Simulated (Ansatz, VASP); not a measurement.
**Two plane-wave programs on BN**

```
B N
1.0
     2.40618    0.00000    0.00000
    -1.20309    2.08381    0.00000
     0.00000    0.00000    6.61685
B N
2 2
Cartesian
  0.0000 1.3892 1.6542
  1.2031 0.6946 4.9626
  0.0000 1.3892 4.9626
  1.2031 0.6946 1.6542
```

Change from the starting cell: strain -0.040 along x and y, +0.000 along z, atoms carried along.

Alike in both runs: task single point; functional PBE; dispersion D3(BJ); k mesh 12 × 12 × 4; occupations gaussian, width 0.05 eV; no spin polarisation.

|  | VASP | Ansatz |
| --- | --- | --- |
| version | VASP 6.6.1 | Ansatz 0.2.0 |
| potentials or method | VASP PAW PBE potentials, release 64 (B, N), cutoff 520 eV | scalar-relativistic, plane waves, PAW |
| valence electrons in the cell | 16 | 16 |

```tsv
	VASP	Ansatz	Ansatz less VASP
gap on the k mesh at the Fermi level (eV)	4.46	4.47	+0.010
least direct gap on the mesh (eV)	4.94	4.95	+0.004
pressure (GPa)	35.4	35.4	-0.07
traceless stress, the component that is largest in VASP (GPa)	-35.84	-35.60	+0.237
```

Both programs put the cell under a high pressure, so it lies far from rest at this level.
